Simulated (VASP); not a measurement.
## CO2 (k07): single point with PBE+D3(BJ)

CO2 (k07):

```
CELL_PARAMETERS angstrom
5.29198 0.00000 0.00000
0.00000 5.29198 0.00000
0.00000 0.00000 5.29198
ATOMIC_POSITIONS crystal
C 0.00000 0.00000 0.00000
C 0.50000 0.00000 0.50000
C 0.50000 0.50000 0.00000
C 0.00000 0.50000 0.50000
O 0.12726 0.12726 0.12726
O 0.37274 0.87274 0.62726
O 0.62726 0.37274 0.87274
O 0.87274 0.62726 0.37274
O 0.87274 0.87274 0.87274
O 0.62726 0.12726 0.37274
O 0.37274 0.62726 0.12726
O 0.12726 0.37274 0.62726
```

- Program: VASP 6.6.1
- Task: single point
- Functional: PBE
- Dispersion: D3(BJ)
- Potentials or basis: VASP PAW PBE potentials, release 64 (C, O)
- Cutoff: 520 eV
- k mesh: 4 × 4 × 4
- Occupations: gaussian, width 0.1 eV
- Spin: no spin polarisation

```yaml
Pressure: 5.1 GPa
Largest_force: 0.617 eV/Å
Band_gap_on_the_k_mesh: 6.99 eV, direct
Dispersion_energy_per_atom: -0.086 eV
```

Forces in eV/Å, atoms in the order of the input:
```
C    0.000  0.000  0.000
C    0.000  0.000  0.000
C    0.000  0.000  0.000
C    0.000  0.000  0.000
O    0.356  0.356  0.356
O   -0.356 -0.356  0.356
O    0.356 -0.356 -0.356
O   -0.356  0.356 -0.356
O   -0.356 -0.356 -0.356
O    0.356  0.356 -0.356
O   -0.356  0.356  0.356
O    0.356 -0.356  0.356
```

Levels at points of the mesh, in eV from the valence-band top:
```tsv
k point	band 28	band 29	band 30	band 31	band 32	band 33	band 34	band 35	band 36	band 37
(0.00, 0.00, 0.00)	-0.30	-0.30	-0.30	0.00	0.00	6.99	7.79	7.79	7.79	8.20
(0.50, 0.00, 0.00)	-0.55	-0.44	-0.44	-0.10	-0.10	7.73	7.73	8.05	8.05	8.40
(0.50, 0.50, 0.00)	-0.48	-0.39	-0.39	-0.39	-0.39	7.73	7.73	7.73	7.73	8.63
(0.50, 0.50, 0.50)	-0.51	-0.47	-0.47	-0.47	-0.47	7.70	7.70	7.70	7.70	8.93
```

It took 72 s on 1 thread of Intel Xeon 6975P-C, with other jobs on the host, peak memory 0.26 GiB.

A k mesh can miss the band edges. Expect the measured gap to be larger: semilocal functionals such as PBE lack the derivative discontinuity.
